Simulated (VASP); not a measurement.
Input of a VASP 6.6.1 run:

File INCAR:

```
SYSTEM = LaTe
PREC = Accurate
ENCUT = 520
EDIFF = 1E-6
ISMEAR = 0
SIGMA = 0.1
LREAL = .False.
LASPH = .True.
NELM = 100
ALGO = Normal
ISIF = 2
LWAVE = .False.
LCHARG = .False.
GGA = PS
NBANDS = 16
```

File KPOINTS:

```
Automatic mesh
0
Gamma
  12 12 12
  0 0 0
```

POSCAR

```
LaTe
1.0
    0.0000000000      3.1951548510      3.1951548510
    3.1951548510      0.0000000000      3.1951548510
    3.1951548510      3.1951548510      0.0000000000
La Te
1 1
Direct
    0.0000000000      0.0000000000      0.0000000000
    0.5000000000      0.5000000000      0.5000000000
```

Potentials or basis: VASP PAW PBE potentials, release 64 (La, Te).

Command:

```sh
$ cat potpaw_PBE.64/La/POTCAR potpaw_PBE.64/Te/POTCAR > POTCAR
$ mpirun -np 1 vasp_std > vasp.out
```

**Question.** Predict the pressure.

**Answer.** 0.0 GPa.

Caveat: the PAW data sets were made with another functional, which shifts forces and pressure a little.
